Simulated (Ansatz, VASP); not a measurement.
LiF: VASP beside Ansatz

```
Li F
1.0
     5.57903    0.00000    0.00000
     0.00000    5.57903    0.00000
     0.00000    0.00000    2.93133
Li F
4 4
Direct
  0.10156 0.33384 0.24591
  0.89844 0.66616 0.74591
  0.66616 0.10156 0.99591
  0.33384 0.89844 0.49591
  0.32679 0.12348 0.00409
  0.67321 0.87652 0.50409
  0.87652 0.32679 0.75409
  0.12348 0.67321 0.25409
```

Alike in both runs: functional PBE; k mesh 4 × 4 × 6; occupations gaussian, width 0.1 eV; no spin polarisation.

Ansatz relaxed the structure, and its values are those at the end. VASP's run is a single point on that final structure, the one shown.

|  | VASP | Ansatz |
| --- | --- | --- |
| version | VASP 6.6.1 | Ansatz 0.2.0 |
| potentials or method | VASP PAW PBE potentials, release 64 (Li_sv, F), cutoff 520 eV | scalar-relativistic, plane waves, PAW |
| valence electrons in the cell | 40 | 40 |

|  | VASP | Ansatz | Ansatz less VASP |
| --- | --- | --- | --- |
| gap on the k mesh at the Fermi level (eV) | 7.00 | 7.00 | +0.007 |
| least direct gap on the mesh (eV) | 7.00 | 7.00 | +0.007 |
| rms of the force components (eV/Å) | 0.005 | 0.002 | -0.0026 |

The functional is the same, so the differences come from potentials, cutoffs and numerics.

Noted on VASP's run: the cutoff is under 1.25 times that of the potentials, so the pressure is a little rough.
